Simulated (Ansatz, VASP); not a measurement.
**Si: VASP beside Ansatz**

```xyz
12
Lattice="3.6246 0.0000 0.0000 -1.8123 3.1390 0.0000 0.0000 0.0000 17.7660" Properties=species:S:1:pos:R:3 pbc="T T T"
Si    0.0000    0.0000   14.4349
Si    0.0000    0.0000    5.5519
Si    0.0000    2.0927   17.3964
Si    1.8123    1.0463    8.5135
Si    0.0000    2.0927   11.4733
Si    1.8123    1.0463    2.5903
Si    0.0000    0.0000   12.2141
Si    0.0000    0.0000    3.3311
Si    0.0000    2.0927   15.1757
Si    1.8123    1.0463    6.2927
Si    0.0000    2.0927    9.2525
Si    1.8123    1.0463    0.3695
```

Alike in both runs: task single point; functional PBE; k mesh 6 × 6 × 1; occupations gaussian, width 0.1 eV; no spin polarisation.

|  | VASP | Ansatz |
| --- | --- | --- |
| version | VASP 6.6.1 | Ansatz 0.2.0 |
| potentials or method | VASP PAW PBE potentials, release 64 (Si), cutoff 520 eV | scalar-relativistic, plane waves, PAW |
| valence electrons in the cell | 48 | 48 |

Ansatz gave:

* gap on the k mesh at the Fermi level (eV): 0.16
* least direct gap on the mesh (eV): 1.56
* pressure (GPa): 25.8
* traceless stress, the component that is largest in VASP (GPa): 0.31
* rms of the force components (eV/Å): 0.069

What did VASP give for the same quantities?

gap on the k mesh at the Fermi level (eV): 0.16; least direct gap on the mesh (eV): 1.56; pressure (GPa): 25.7; traceless stress, the component that is largest in VASP (GPa): 0.31; rms of the force components (eV/Å): 0.069.

Atom by atom the forces differ by 0.000 eV/Å (rms over components).
